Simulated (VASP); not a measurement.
Here is a VASP 6.6.1 calculation.

File POSCAR:

```
Hf
1.0
    0.0000000000      2.2200000000      2.2200000000
    2.2200000000      0.0000000000      2.2200000000
    2.2200000000      2.2200000000      0.0000000000
Hf
1
Direct
    0.0000000000      0.0000000000      0.0000000000
```

Contents of INCAR.step1:

```
SYSTEM = Hf
ALGO     = Normal         ! electronic algorithm
EDIFF    = 1E-5           ! SCF threshold, eV
ENCUT    = 520            ! plane-wave cutoff, eV
GGA      = PE             ! functional
ISIF     = 2              ! what is computed and relaxed
ISMEAR   = -1             ! smearing method
LASPH    = .TRUE.         ! aspherical terms in the spheres
LREAL    = .FALSE.        ! projectors in reciprocal space
LWAVE    = .TRUE.         ! write WAVECAR
NBANDS   = 11             ! bands
NELM     = 60             ! most SCF steps
PREC     = Accurate       ! precision mode
SIGMA    = 0.05           ! smearing width, eV
```

File INCAR.step2:

```
SYSTEM = Hf
AEXX     = 0.5            ! exact-exchange fraction
ALGO     = Normal         ! electronic algorithm
EDIFF    = 1E-6           ! SCF threshold, eV
ENCUT    = 520            ! plane-wave cutoff, eV
ISIF     = 2              ! what is computed and relaxed
ISMEAR   = -1             ! smearing method
ISTART   = 1            
LASPH    = .TRUE.         ! aspherical terms in the spheres
LCHARG   = .TRUE.         ! write CHGCAR
LELF     = .TRUE.         ! ELF
LHFCALC  = .TRUE.         ! exact exchange
LMIXTAU  = .TRUE.       
LREAL    = .FALSE.        ! projectors in reciprocal space
LVHAR    = .TRUE.       
LWAVE    = .FALSE.        ! write WAVECAR
METAGGA  = R2SCAN         ! meta-GGA
NBANDS   = 11             ! bands
NELM     = 60             ! most SCF steps
PREC     = Accurate       ! precision mode
PRECFOCK = Normal       
SIGMA    = 0.05           ! smearing width, eV
```

The input KPOINTS:

```
k-points
0
G
  5 5 5
  0 0 0
```

Potentials or basis: VASP PAW PBE potentials, release 64 (Hf_pv).

Launch:

```console
$ cat potpaw_PBE.64/Hf_pv/POTCAR > POTCAR
$ cp INCAR.step1 INCAR
$ mpirun -np 1 vasp_std > vasp.out
$ cp INCAR.step2 INCAR
$ mpirun -np 1 vasp_std > vasp.out
```

Problem. Predict the band gap on the k mesh.

Solution. Zero (bands 5 and 6 overlap by 4.46 eV).

Problem. What does it give for the pressure?

Solution. 1.4 GPa.

Caveat: the k points lie up to 0.49 Å⁻¹ apart, too coarse for converged energies and pressures of a metal; the PAW data sets were made with another functional, which shifts forces and pressure a little; spin-orbit coupling is left out, which moves the levels of the heavy elements.
